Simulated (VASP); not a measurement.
Runs of VASP 6.6.1 on Pt. The structure is that of space group Im-3m (No. 229), or close to it. The cells are those of the table. 

```tsv
task	potentials or basis	cell	k mesh	cutoff (eV)	second run	gap on the mesh (eV)	pressure (GPa)	relaxed volume (Å³/atom)
single point	VASP PAW PBE potentials, release 64 (Pt)	a = 2.870 Å, angles 109.5°, 1 atom	15 × 15 × 15	520	-	none	-11.3	-
relaxation of cell and atoms	VASP PAW PBE potentials, release 64 (Pt_sv_GW)	relaxed from a = 2.697 Å, angles 109.5°, 1 atom	14 × 14 × 14	500	valence_matched	none	0.0	16.69
single point	VASP PAW PBE potentials, release 64 (Pt)	a = 2.681 Å, angles 109.5°, 1 atom	15 × 15 × 15	520	-	none	35.9	-
single point	VASP PAW PBE potentials, release 64 (Pt)	a = 2.721 Å, angles 109.5°, 1 atom	15 × 15 × 15	520	-	none	(c)	-
single point	VASP PAW PBE potentials, release 64 (Pt)	a = 2.798 Å, angles 109.5°, 1 atom	22 × 22 × 22	520	-	none	0.9	-
single point	VASP PAW PBE potentials, release 64 (Pt)	a = 2.905 Å, angles 109.5°, 1 atom	15 × 15 × 15	520	-	none	-15.3	-
single point	VASP PAW PBE potentials, release 64 (Pt_sv_GW)	a = 2.798 Å, angles 109.5°, 1 atom	15 × 15 × 15	500	valence_matched	none	(a)	-
single point	VASP PAW PBE potentials, release 64 (Pt)	a = 2.760 Å, angles 109.5°, 1 atom	15 × 15 × 15	520	-	none	9.6	-
single point	VASP PAW PBE potentials, release 64 (Pt_sv_GW)	a = 2.721 Å, angles 109.5°, 1 atom	15 × 15 × 15	500	valence_matched	none	(b)	-
single point	VASP PAW PBE potentials, release 64 (Pt)	a = 2.798 Å, angles 109.5°, 1 atom	14 × 14 × 14	520	-	none	0.9	-
relaxation of cell and atoms	VASP PAW PBE potentials, release 64 (Pt)	relaxed from a = 2.697 Å, angles 109.5°, 1 atom	14 × 14 × 14	600	-	none	0.0	16.94
single point	VASP PAW PBE potentials, release 64 (Pt_sv_GW)	a = 2.760 Å, angles 109.5°, 1 atom	15 × 15 × 15	500	valence_matched	none	6.7	-
```

Alike in all rows: level BLYP; no spin polarisation; smearing fermi-dirac 0.1 eV.

**Question.** Estimate the missing entries.

**Answer.** (a) -2.0; (b) 18.0; (c) 21.1.

Caveats: the PAW data sets were made with another functional, which shifts forces and pressure a little; spin-orbit coupling is left out, which moves the levels of the heavy elements.

A k mesh can miss the band edges, and the runs leave out spin-orbit coupling on Pt.

A gap of «none» marks levels without a gap at the run's occupations.

The runs don't all hold the same shells in valence.
